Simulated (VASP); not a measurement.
# HgTe: single point with PBEsol

Crystal: HgTe.

```xyz
2
Lattice="0.0000 3.1268 3.2719 3.1268 0.0000 3.2719 3.1268 3.1268 0.0000" Properties=species:S:1:pos:R:3 pbc="T T T"
Hg    0.0000    0.0000    0.0000
Te    4.6902    4.6902    4.9078
```

This cell differs from its parent crystal: strain -0.030 along x and y, +0.015 along z.

```
Program             : VASP 6.6.1
Task                : single point
Functional          : PBEsol
Potentials or basis : VASP PAW PBE potentials, release 64 (Hg, Te)
Cutoff              : 520 eV
k mesh              : 14 × 14 × 14
Occupations         : gaussian, width 0.15 eV
Spin                : no spin polarisation
```

```
Pressure               : 3.9 GPa
Band gap on the k mesh : zero (filled and empty bands touch)
```

Stress tensor (GPa, compression positive):
```
4.15 0.00 0.00
0.00 4.15 0.00
0.00 0.00 3.50
```

Levels at points of the mesh, in eV from the Fermi level:
| k point | band 7 | band 8 | band 9 | band 10 | band 11 | band 12 |
| --- | --- | --- | --- | --- | --- | --- |
| (0.00, 0.00, 0.00) | -0.84 | -0.29 | -0.10 | -0.10 | 3.93 | 3.93 |
| (0.50, 0.00, 0.00) | -6.06 | -1.38 | -1.15 | 0.46 | 4.65 | 4.90 |
| (0.50, 0.50, 0.00) | -6.08 | -2.56 | -2.56 | 1.88 | 2.23 | 7.94 |
| (0.50, 0.00, 0.50) | -5.84 | -2.81 | -2.69 | 1.54 | 2.00 | 8.24 |

It took 89 s on 1 thread of Intel(R) Xeon(R) 6975P-C (Granite Rapids), with other jobs on the host, peak memory 0.4 GiB.

Caveat: the cell differs from its parent crystal (strain -0.030 along x and y, +0.015 along z); the cell stands under pressure; semilocal functionals underestimate gaps, so a narrow gap can read as zero; the PAW data sets were made with another functional, which shifts forces and pressure a little; spin-orbit coupling is left out, which moves the levels of the heavy elements.
